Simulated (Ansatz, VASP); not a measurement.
# Two plane-wave programs on WS2

```
W S
1.0
     3.14594    0.00000    0.00000
    -1.57297    2.72446    0.00000
     0.00000    0.00000   27.50029
W S
3 6
Cartesian
  1.5730 0.9082 18.1423
  0.0000 1.8163 24.4877
  0.0000 1.8163 11.7980
  1.5730 0.9082 26.0543
  1.5730 0.9082 13.3658
  0.0000 1.8163 19.7099
  1.5730 0.9082 22.9199
  1.5730 0.9082 10.2314
  0.0000 1.8163 16.5746
```

Change from the starting cell: strain along c alone, the other axes held, atoms relaxed: -3.0 %.

Alike in both runs: functional PBEsol; k mesh 12 × 12 × 1; occupations gaussian, width 0.02 eV; no spin polarisation.

Ansatz relaxed the structure, and its values are those at the end. VASP's run is a single point on that final structure, the one shown.

```csv
,VASP,Ansatz
version,VASP 6.6.1,Ansatz 0.2.0
potentials or method,"VASP PAW PBE potentials, release 64 (W_sv, S), cutoff 520 eV","scalar-relativistic, plane waves, PAW"
valence electrons in the cell,78,78
```

|  | VASP | Ansatz | Ansatz less VASP |
| --- | --- | --- | --- |
| gap on the k mesh at the Fermi level (eV) | 1.34 | 1.33 | -0.014 |
| least direct gap on the mesh (eV) | 1.89 | 1.89 | -0.005 |
| rms of the force components (eV/Å) | 0.010 | 0.000 | -0.0102 |

VASP's potentials were made for PBE, not for PBEsol. Ansatz's warnings: stress scf threshold loose.

Spin-orbit coupling is off throughout.
